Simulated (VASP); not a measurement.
Here is a VASP 6.6.1 calculation.

File INCAR:

```
ALGO = Normal
EDIFF = 1E-6
ENCUT = 500
GGA = PE
GGA_COMPAT = False
ISIF = 2
ISMEAR = -1
LASPH = True
LCHARG = False
LREAL = False
LWAVE = False
NBANDS = 10
NELM = 120
PREC = Accurate
SIGMA = 0.05
```

File KPOINTS:

```
k-points
0
Gamma
  13 13 13
```

POSCAR

```
Br
1.0
   -1.3422902539      1.3422902539      2.8080183388
    1.3422902539     -1.3422902539      2.8080183388
    1.3422902539      1.3422902539     -2.8080183388
Br
1
Direct
    0.0000000000      0.0000000000      0.0000000000
```

Potentials or basis: VASP PAW PBE potentials, release 64 (Br).

Run with:

```bash
$ cat potpaw_PBE.64/Br/POTCAR > POTCAR
$ mpirun -np 1 vasp_std > vasp.out
```

(1) Predict the pressure.

(2) Predict the band gap on the k mesh.

Results:

(1) 20.0 GPa.

(2) zero (an odd number of electrons rules out a gap without spin polarisation).

Caveat: the cell stands under pressure; an odd number of electrons without spin polarisation forces a metal; a magnetic or distorted state may lie lower.
